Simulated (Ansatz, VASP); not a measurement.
# Pt: VASP beside Ansatz

File INCAR:

```
PREC = Accurate
ENCUT = 520
EDIFF = 1E-6
ISMEAR = 0
SIGMA = 0.15
LREAL = False
LASPH = True
NELM = 60
ALGO = Normal
ISIF = 2
LWAVE = False
LCHARG = True
LELF = True
LVHAR = True
NBANDS = 11
```

Contents of KPOINTS:

```
Automatic mesh
0
Gamma
  20 20 20
```

Contents of POSCAR:

```
Pt
1.0
    0.0000000000      1.9468328700      2.0831111709
    1.9468328700      0.0000000000      2.0831111709
    1.9468328700      1.9468328700      0.0000000000
Pt
1
Direct
    0.0000000000      0.0000000000      0.0000000000
```

Input for Ansatz:

```yaml
crystal:
  lattice:
    - [0.0, 1.94683287, 2.0831111709]
    - [1.94683287, 0.0, 2.0831111709]
    - [1.94683287, 1.94683287, 0.0]
  atoms:
    - { symbol: Pt, position: [0.0, 0.0, 0.0] }
basis:
  ecutwfc: 420
kpoints:
  mp_grid: { grid: [20, 20, 20] }
hamiltonian:
  xc: lda
scf:
  occupations: { method: gaussian, width: 0.15 }
output:
  forces: true
  stress: true
  eigenvalues: true
```

Change from the starting cell: normal strain along x +0.0000, normal strain along z +0.0700.

Alike in both runs: task single point; functional LDA; k mesh 20 × 20 × 20; occupations gaussian, width 0.15 eV; no spin polarisation.

|  | VASP | Ansatz |
| --- | --- | --- |
| version | VASP 6.6.1 | Ansatz 0.2.0 |
| potentials or method | VASP PAW LDA potentials, release 64 (Pt), cutoff 520 eV | scalar-relativistic, plane waves, PAW |
| valence electrons in the cell | 10 | 18 |

VASP gave:

```
gap on the k mesh at the Fermi level (eV)                     : none
pressure (GPa)                                                : -16.1
traceless stress, the component that is largest in VASP (GPa) : -4.39
```

Estimate Ansatz's values.

gap on the k mesh at the Fermi level (eV): none; pressure (GPa): -16.7; traceless stress, the component that is largest in VASP (GPa): -4.37.

LDA's correlation is that of Perdew and Zunger in VASP and of Perdew and Wang (1992) in Ansatz. A gap of «none» marks a metal or a gap that the smearing closes. VASP's potentials hold 10 valence electrons a cell and Ansatz's 18, so a difference there can come from the potentials and not from the codes.

Neither program's run includes spin-orbit coupling.
